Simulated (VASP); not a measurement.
TaN: single point with LDA

Crystal: TaN.

```
CELL_PARAMETERS angstrom
2.93800 0.00000 0.00000
-1.46900 2.54438 0.00000
0.00000 0.00000 2.88300
ATOMIC_POSITIONS crystal
Ta 0.50000 0.50000 0.50000
N 0.83333 0.16667 0.00000
```

```yaml
Program: VASP 6.6.1
Task: single point
Functional: LDA
Potentials_or_basis: VASP PAW LDA potentials, release 64 (Ta_pv, N)
Cutoff: 520 eV
k_mesh: 9 × 9 × 8
Occupations: fermi-dirac, width 0.02 eV
Spin: no spin polarisation
```

The pressure is -9.8 GPa. The band gap on the k mesh is zero (band 8 reaches 8.25 eV, above the bottom of band 9 at 7.99 eV).

Stress tensor (GPa, compression positive):
```
 -9.48   0.00   0.00
  0.00  -9.48   0.00
  0.00   0.00 -10.47
```

Levels at points of the mesh, in eV from the Fermi level:
```
           k point  band 6  band 7  band 8  band 9  band 10  band 11
(0.00, 0.00, 0.00)   -4.59   -4.25   -2.92    2.32     3.53     3.53
(0.00, 0.00, 0.50)   -3.78   -3.78   -0.17   -0.17     2.38     3.22
```

Run time: 19 s on 1 thread of Intel(R) Xeon(R) Platinum 8259CL CPU @ 2.50GHz (Skylake/Cascade Lake) (shared host), peak memory 0.14 GiB.

Caveat: spin-orbit coupling is left out, which moves the levels of the heavy elements.
